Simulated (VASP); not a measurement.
A run of VASP 6.6.1 is set up as follows.

INCAR

```
ALGO = Fast ; EDIFF = 1E-6
ENCUT = 520 ; GGA = PE
ISIF = 2 ; ISMEAR = 0
LASPH = T ; LCHARG = F
LREAL = F ; LWAVE = F
NBANDS = 12 ; NELM = 60
PREC = Accurate ; SIGMA = 0.15
```

The input KPOINTS:

```
k-points
0
Gamma
  24 24 24
```

Contents of POSCAR:

```
Cr
1.0
   -1.5573060000      1.5573060000      1.3842720000
    1.5573060000     -1.5573060000      1.3842720000
    1.5573060000      1.5573060000     -1.3842720000
Cr
1
Direct
    0.0000000000      0.0000000000      0.0000000000
```

Potentials or basis: VASP PAW PBE potentials, release 64 (Cr_pv).

Command:

```sh
$ cat potpaw_PBE.64/Cr_pv/POTCAR > POTCAR
$ mpirun -np 1 vasp_std > vasp.out
```

(1) What does it give for the pressure?

(2) Predict the band gap on the k mesh.

Answers

(1) -26.5 GPa.

(2) zero (band 6 reaches 10.91 eV, above the bottom of band 7 at 8.31 eV).

Caveat: the cell differs from its parent crystal (strain +0.080 along x and y, -0.040 along z); the run has no spin polarisation, though such a crystal can be magnetic.
